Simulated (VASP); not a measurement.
# Ca in VASP: a series of runs, part 2 of 3

VASP 6.6.1.

### Step 3. Single point, PBE (45.28 Å³/atom)

This run uses another cell than the first one, of 45.28 Å³/atom.

INCAR reads:

```
  ALGO = Normal
  EDIFF = 1E-6
  ENCUT = 520
  GGA = PE
  ISIF = 2
  ISMEAR = -1
  LASPH = T
  LCHARG = T
  LELF = T
  LREAL = F
  LVHAR = T
  LWAVE = F
  NBANDS = 11
  NELM = 80
  PREC = Accurate
  SIGMA = 0.05
```

KPOINTS reads:

```
k-points
0
Gamma
  9 9 9
```

POSCAR reads:

```
Ca
1.0
   -2.2484551958      2.2484551958      2.2391868198
    2.2484551958     -2.2484551958      2.2391868198
    2.2484551958      2.2484551958     -2.2391868198
Ca
1
Direct
    0.5000000000      0.5000000000      0.0000000000
```

Potentials or basis: VASP PAW PBE potentials, release 64 (Ca_sv).

Launch:

```sh
$ cat potpaw_PBE.64/Ca_sv/POTCAR > POTCAR
$ mpirun -np 1 vasp_std > vasp.out
```

OUTCAR:

```text
EDIFF = 1E-6
   ENCUT = 520
   GGA = PE
   ISIF = 2
   ISMEAR = -1
   LASPH = T
   LREAL = F
   NELM = 80
   PREC = Accurate

 ion  position               nearest neighbor table
   1  0.500  0.500  0.000-

  LATTYP: Found a body centered tetragonal cell.
 ALAT       =     4.4969103916
 C/A-ratio  =     0.9958778916

  Lattice vectors:

 A1 = (  -2.2484551958,   2.2484551958,   2.2391868198)
 A2 = (   2.2484551958,  -2.2484551958,   2.2391868198)
 A3 = (   2.2484551958,   2.2484551958,  -2.2391868198)

Analysis of symmetry for initial positions (statically):
=====================================================================
 Subroutine PRICEL returns:
 Original cell was already a primitive cell.

 Routine SETGRP: Setting up the symmetry group for a
 body centered tetragonal supercell.

 Subroutine GETGRP returns: Found 16 space group operations
 (whereof 16 operations were pure point group operations)
 out of a pool of 16 trial point group operations.

The static configuration has the point symmetry D_4h.

Analysis of symmetry for dynamics (positions and initial velocities):
=====================================================================
 Subroutine PRICEL returns:
 Original cell was already a primitive cell.

 Routine SETGRP: Setting up the symmetry group for a
 body centered tetragonal supercell.

 Subroutine GETGRP returns: Found 16 space group operations
 (whereof 16 operations were pure point group operations)
 out of a pool of 16 trial point group operations.

The dynamic configuration has the point symmetry D_4h.

 Subroutine INISYM returns: Found 16 space group operations
 (whereof 16 operations are pure point group operations),
 and found     1 'primitive' translations

----------------------------------------------------------------------------------------

                                     Primitive cell

  volume of cell :      45.2813

  direct lattice vectors                    reciprocal lattice vectors
[... 111 lines left out ...]
   LHFCALC =     F    Hartree Fock is set to
   AEXX    =    0.0000 exact exchange contribution
   IVDW    =     0    specifies the selected vdW correction
   LEPSILON=     F    determine dielectric tensor
   LRPA    =     F    only Hartree local field effects (RPA)
 non-spin polarized calculation
  energy-cutoff  :      520.00
  volume of cell :       45.28
 maximum number of plane-waves:      1240
 NGX is ok and might be reduce to    30
   NGX = 15   NGY = 15   NGZ = 15

 number of electron      10.0000001 magnetization

 Free energy of the ion-electron system (eV)
  ---------------------------------------------------
  ext. energy  EPLUGINS =         0.00000000
  ---------------------------------------------------
  free energy    TOTEN  =        -1.90819489 eV

  energy without entropy =       -1.89421924  energy(sigma->0) =       -1.90120707

 E-fermi :   1.7446     XC(G=0):  -7.5220

 val. band max:        1.7081405684   @ k =  -0.2222  -0.4444   0.1111
 cond. band min:       1.7740084440   @ k =  -0.4444  -0.4444   0.2222
 fundamental gap:      0.0658678756
 Fermi energy:         1.7445792923

 k-point     1 :       0.0000    0.0000    0.0000
  band No.  band energies     occupation
      1     -40.5013      2.00000
      2     -21.4237      2.00000
      3     -21.4233      2.00000
      4     -21.4233      2.00000
      5      -2.2060      2.00000
      6       3.9121      0.00000
      7       3.9294      0.00000
      8       3.9294      0.00000
      9       4.8932      0.00000
     10       4.9147      0.00000
     11      11.5750      0.00000
[... 309 lines left out ...]
 k-point    24 :       0.4444    0.4444    0.0000
  band No.  band energies     occupation
      1     -40.4904      2.00000
      2     -21.5268      2.00000
      3     -21.4640      2.00000
      4     -21.4276      2.00000
      5       1.0125      2.00000
      6       1.6636      1.66955
      7       2.9864      0.00000
      8       4.7404      0.00000
      9       5.1532      0.00000
     10       5.9200      0.00000
     11       6.5518      0.00000

 [... further k-points ...]

------------------------ aborting loop because EDIFF is reached ----------------------------------------

  FORCE on cell =-STRESS in cart. coord.  units (eV):
  Direction    XX          YY          ZZ          XY          YZ          ZX
  --------------------------------------------------------------------------------------
  -------------------------------------------------------------------------------------
  Total       -0.2952207     -0.2952207     -0.2934879      0.0000000      0.0000000      0.0000000
  in kB      -10.4457234    -10.4457234    -10.3844144      0.0000000      0.0000000      0.0000000
  external PRESSURE =     -10.4252871 kB  Pullay stress =       0.0000000 kB

 VOLUME and BASIS-vectors are now :
 -----------------------------------------------------------------------------
  energy-cutoff  :      520.00
  volume of cell :       45.28
      direct lattice vectors                 reciprocal lattice vectors
    -2.248455196  2.248455196  2.239186820     0.000000000  0.222374900  0.223295348
     2.248455196 -2.248455196  2.239186820     0.222374900  0.000000000  0.223295348
     2.248455196  2.248455196 -2.239186820     0.222374900  0.222374900  0.000000000

 POSITION                                       TOTAL-FORCE (eV/Angst)
 -----------------------------------------------------------------------------------
      0.00000      0.00000      2.23919        -0.000000      0.000000      0.000000
 -----------------------------------------------------------------------------------
    total drift:                                0.000000     -0.000000      0.000000

  FREE ENERGIE OF THE ION-ELECTRON SYSTEM (eV)
  ---------------------------------------------------
  free  energy   TOTEN  =        -1.9081948901 eV

  energy  without entropy=       -1.8942192402  energy(sigma->0) =       -1.90120707
```

OSZICAR:

```text
N       E                     dE             d eps       ncg     rms          rms(c)
DAV:   1     0.700781992436E+02    0.70078E+02   -0.53592E+03  1650   0.805E+02
DAV:   2     0.139563690606E+01   -0.68683E+02   -0.68108E+02  1803   0.219E+02
DAV:   3    -0.178619571375E+01   -0.31818E+01   -0.31510E+01  2991   0.389E+01
DAV:   4    -0.191101102197E+01   -0.12482E+00   -0.12462E+00  2083   0.465E+00
DAV:   5    -0.191227611274E+01   -0.12651E-02   -0.12650E-02  2391   0.547E-01    0.226E+00
DAV:   6    -0.190849494866E+01    0.37812E-02   -0.10338E-02  2073   0.110E+00    0.138E+00
DAV:   7    -0.190856735102E+01   -0.72402E-04   -0.16887E-02  1844   0.150E+00    0.994E-02
DAV:   8    -0.190817318057E+01    0.39417E-03   -0.17253E-03  1990   0.402E-01    0.202E-02
DAV:   9    -0.190819358908E+01   -0.20409E-04   -0.10070E-04  2249   0.784E-02    0.592E-03
DAV:  10    -0.190819574124E+01   -0.21522E-05   -0.69871E-06  2356   0.223E-02    0.905E-04
DAV:  11    -0.190819489007E+01    0.85116E-06   -0.26335E-07  1209   0.517E-03
   1 F= -.19081949E+01 E0= -.19012071E+01  d E =-.139756E-01
```

stdout:

```text
POSCAR found type information on POSCAR Ca
 POSCAR found :  1 types and       1 ions
 scaLAPACK will be used
 LDA part: xc-table for (Slater+PW92), standard interpolation
 POSCAR, INCAR and KPOINTS ok, starting setup
 FFT: planning ... GRIDC
 FFT: planning ... GRID_SOFT
 FFT: planning ... GRID
 WAVECAR not read
 entering main loop
```

Run time: 26 s. Hardware: 1 thread of Intel Xeon Platinum 8259CL at 2.50GHz (Skylake/Cascade Lake), shared host; peak memory 0.19 GiB.

What came out:

```
Free energy            : -1.9082 eV
Pressure               : -1.0 GPa
Band gap on the k mesh : zero (bands 5 and 6 overlap by 0.23 eV)
```

Levels at points of the mesh, in eV from the Fermi level:
```tsv
k point	band 1	band 2	band 3	band 4	band 5	band 6	band 7	band 8	band 9	band 10
(0.00, 0.00, 0.00)	-42.25	-23.17	-23.17	-23.17	-3.95	2.17	2.18	2.18	3.15	3.17
```

### Step 4. Single point, PBE (the cell strained at random)

INCAR reads:

```
SYSTEM = Ca
  PREC = Accurate
  ENCUT = 520
  EDIFF = 1E-7
  ISMEAR = -1
  SIGMA = 0.05
  LREAL = .FALSE.
  LASPH = .TRUE.
  NELM = 60
  ALGO = Fast
  ISIF = 2
  LWAVE = .FALSE.
  LCHARG = .TRUE.
  GGA = PE
  LELF = .TRUE.
  LVHAR = .TRUE.
  NBANDS = 11
```

KPOINTS reads:

```
Automatic mesh
0
G
  9 9 9
  0 0 0
```

POSCAR reads:

```
Ca
1.0
   -2.2038050000      2.1629010000      2.1603480000
    2.2123740000     -2.2110480000      2.2172980000
    2.2268780000      2.2341210000     -2.2086940000
Ca
1
Direct
    0.5065310000      0.4948170000     -0.0060770000
```

Potentials or basis: VASP PAW PBE potentials, release 64 (Ca_sv).

Launch:

```sh
$ cat potpaw_PBE.64/Ca_sv/POTCAR > POTCAR
$ mpirun -np 1 vasp_std > vasp.out
```

OUTCAR:

```text
SYSTEM = Ca
   PREC = Accurate
   ENCUT = 520
   EDIFF = 1E-7
   ISMEAR = -1
   LREAL = .FALSE.
   LASPH = .TRUE.
   NELM = 60
   ISIF = 2
   GGA = PE

 ion  position               nearest neighbor table
   1  0.507  0.495  0.994-

  LATTYP: Found a triclinic cell.
 ALAT       =     9.9098665102
 B/A-ratio  =     0.6329943515
 C/A-ratio  =     0.3802830429
 COS(alpha) =     0.0008804469
 COS(beta)  =     0.2510543866
 COS(gamma) =     0.9508628794

  Lattice vectors:

 A1 = (   0.0375770000,   8.8421910000,  -4.4743380000)
 A2 = (   0.0145040000,   4.4451690000,  -4.4259920000)
 A3 = (  -2.2038050000,   2.1629010000,   2.1603480000)

Analysis of symmetry for initial positions (statically):
=====================================================================
 Subroutine PRICEL returns:
 Original cell was already a primitive cell.

 Routine SETGRP: Setting up the symmetry group for a
 triclinic supercell.

 Subroutine GETGRP returns: Found  2 space group operations
 (whereof  1 operations were pure point group operations)
 out of a pool of  2 trial point group operations.

The static configuration has the point symmetry C_1 .
 The point group associated with its full space group is S_2 .

Analysis of symmetry for dynamics (positions and initial velocities):
=====================================================================
 Subroutine PRICEL returns:
 Original cell was already a primitive cell.

 Routine SETGRP: Setting up the symmetry group for a
 triclinic supercell.

 Subroutine GETGRP returns: Found  2 space group operations
 (whereof  1 operations were pure point group operations)
 out of a pool of  2 trial point group operations.

The dynamic configuration has the point symmetry C_1 .
 The point group associated with its full space group is S_2 .

 Subroutine INISYM returns: Found  2 space group operations
 (whereof  1 operations are pure point group operations),
 and found     1 'primitive' translations

[... 116 lines left out ...]
   LORBIT       =      0    0 simple, 1 ext, 2 COOP (PROOUT), +10 PAW based schemes
   GGA     = PE    functional components
   LHFCALC =     F    Hartree Fock is set to
   AEXX    =    0.0000 exact exchange contribution
   IVDW    =     0    specifies the selected vdW correction
   LEPSILON=     F    determine dielectric tensor
   LRPA    =     F    only Hartree local field effects (RPA)
 non-spin polarized calculation
 RMM-DIIS sequential band-by-band and
  energy-cutoff  :      520.00
  volume of cell :       42.72
 maximum number of plane-waves:      1165
   NGX = 13   NGY = 15   NGZ = 15

 number of electron      10.0000000 magnetization

 Free energy of the ion-electron system (eV)
  ---------------------------------------------------
  ext. energy  EPLUGINS =         0.00000000
  ---------------------------------------------------
  free energy    TOTEN  =        -1.91713981 eV

  energy without entropy =       -1.90271543  energy(sigma->0) =       -1.90992762

 E-fermi :   1.9713     XC(G=0):  -7.6978

 val. band max:        1.9705682130   @ k =  -0.2222   0.4444   0.4444
 cond. band min:       1.9748436741   @ k =   0.4444  -0.2222   0.4444
 fundamental gap:      0.0042754611
 Fermi energy:         1.9712976418

 k-point     1 :       0.0000    0.0000    0.0000
  band No.  band energies     occupation
      1     -40.1336      2.00000
      2     -21.0524      2.00000
      3     -21.0498      2.00000
      4     -21.0484      2.00000
      5      -2.0873      2.00000
      6       4.1442      0.00000
      7       4.2598      0.00000
      8       4.2949      0.00000
      9       5.2432      0.00000
     10       5.3161      0.00000
     11      12.0097      0.00000
[... 309 lines left out ...]
 k-point    24 :       0.0000    0.3333    0.0000
  band No.  band energies     occupation
      1     -40.1232      2.00000
      2     -21.1501      2.00000
      3     -21.0838      2.00000
      4     -21.0499      2.00000
      5      -0.2877      2.00000
      6       2.9342      0.00000
      7       3.4932      0.00000
      8       5.1721      0.00000
      9       5.4234      0.00000
     10       5.5639      0.00000
     11       8.3866      0.00000

 [... further k-points ...]

------------------------ aborting loop because EDIFF is reached ----------------------------------------

  FORCE on cell =-STRESS in cart. coord.  units (eV):
  Direction    XX          YY          ZZ          XY          YZ          ZX
  --------------------------------------------------------------------------------------
  -------------------------------------------------------------------------------------
  Total       -0.0435823     -0.0555474     -0.0529048     -0.0327977      0.0565700     -0.0145685
  in kB       -1.6345850     -2.0833465     -1.9842319     -1.2301011      2.1216998     -0.5464007
  external PRESSURE =      -1.9007211 kB  Pullay stress =       0.0000000 kB

 VOLUME and BASIS-vectors are now :
 -----------------------------------------------------------------------------
  energy-cutoff  :      520.00
  volume of cell :       42.72
      direct lattice vectors                 reciprocal lattice vectors
    -2.203805000  2.162901000  2.160348000    -0.001642943  0.229974783  0.230965837
     2.212374000 -2.211048000  2.217298000     0.224814360  0.001327290  0.228007808
     2.226878000  2.234121000 -2.208694000     0.224083147  0.226273337  0.002050009

 POSITION                                       TOTAL-FORCE (eV/Angst)
 -----------------------------------------------------------------------------------
      2.19177      2.22206     -0.00383         0.000000      0.000000     -0.000000
 -----------------------------------------------------------------------------------
    total drift:                                0.000003     -0.000002      0.000000

  FREE ENERGIE OF THE ION-ELECTRON SYSTEM (eV)
  ---------------------------------------------------
  free  energy   TOTEN  =        -1.9171398103 eV

  energy  without entropy=       -1.9027154350  energy(sigma->0) =       -1.90992762
```

OSZICAR:

```text
N       E                     dE             d eps       ncg     rms          rms(c)
DAV:   1     0.692783988455E+02    0.69278E+02   -0.53024E+03  8038   0.807E+02
DAV:   2     0.138067723739E+01   -0.67898E+02   -0.67275E+02  8783   0.218E+02
DAV:   3    -0.178047574523E+01   -0.31612E+01   -0.31296E+01 14340   0.395E+01
DAV:   4    -0.192382639368E+01   -0.14335E+00   -0.14300E+00 10114   0.502E+00
DAV:   5    -0.192519898705E+01   -0.13726E-02   -0.13724E-02 11321   0.584E-01    0.221E+00
RMM:   6    -0.191841846174E+01    0.67805E-02   -0.93586E-03  8523   0.106E+00    0.138E+00
RMM:   7    -0.191734732106E+01    0.10711E-02   -0.21628E-02  9699   0.181E+00    0.110E-01
RMM:   8    -0.191699769885E+01    0.34962E-03   -0.48346E-03  9515   0.839E-01    0.262E-02
RMM:   9    -0.191710339647E+01   -0.10570E-03   -0.11923E-03 12114   0.396E-01    0.216E-02
RMM:  10    -0.191713288317E+01   -0.29487E-04   -0.21827E-04 12530   0.149E-01    0.471E-03
RMM:  11    -0.191713919528E+01   -0.63121E-05   -0.48893E-05 13142   0.609E-02    0.837E-03
RMM:  12    -0.191713976350E+01   -0.56822E-06   -0.45841E-06 12533   0.244E-02    0.551E-03
RMM:  13    -0.191713941903E+01    0.34447E-06   -0.33670E-06 12993   0.137E-02    0.235E-03
RMM:  14    -0.191713964925E+01   -0.23023E-06   -0.56084E-07 10220   0.471E-03    0.959E-04
RMM:  15    -0.191713979973E+01   -0.15047E-06   -0.15381E-07  8270   0.235E-03    0.171E-04
RMM:  16    -0.191713981028E+01   -0.10547E-07   -0.67363E-08  7281   0.145E-03
   1 F= -.19171398E+01 E0= -.19099276E+01  d E =-.144244E-01
```

stdout:

```text
POSCAR found type information on POSCAR Ca
 POSCAR found :  1 types and       1 ions
 scaLAPACK will be used
 LDA part: xc-table for (Slater+PW92), standard interpolation
 POSCAR, INCAR and KPOINTS ok, starting setup
 FFT: planning ... GRIDC
 FFT: planning ... GRID_SOFT
 FFT: planning ... GRID
 WAVECAR not read
[... 14 lines left out ...]
WARNING in EDDRMM: call to ZHEGV failed, returncode =   8  4      5
WARNING in EDDRMM: call to ZHEGV failed, returncode =   6  3     11
WARNING in EDDRMM: call to ZHEGV failed, returncode =   6  3      7
WARNING in EDDRMM: call to ZHEGV failed, returncode =   8  4     11
WARNING in EDDRMM: call to ZHEGV failed, returncode =   6  3      9
WARNING in EDDRMM: call to ZHEGV failed, returncode =   6  3      7
WARNING in EDDRMM: call to ZHEGV failed, returncode =   6  3      9
WARNING in EDDRMM: call to ZHEGV failed, returncode =   8  4      8
WARNING in EDDRMM: call to ZHEGV failed, returncode =   6  3      7
WARNING in EDDRMM: call to ZHEGV failed, returncode =   6  3      9
```

Wall time 2.7 min (1 thread of Intel Xeon Platinum 8259CL at 2.50GHz (Skylake/Cascade Lake), shared host); peak memory 0.29 GiB.

Results:

```yaml
Free_energy: -1.9171 eV
Pressure: -0.2 GPa
Band_gap_on_the_k_mesh: zero (bands 5 and 6 overlap by 0.23 eV)
```

Stress tensor (GPa, compression positive):
```
-0.16 -0.12 -0.05
-0.12 -0.21  0.21
-0.05  0.21 -0.20
```

Caveat: the cell differs from its parent crystal (the cell strained at random).

[end of part 2 of 3]
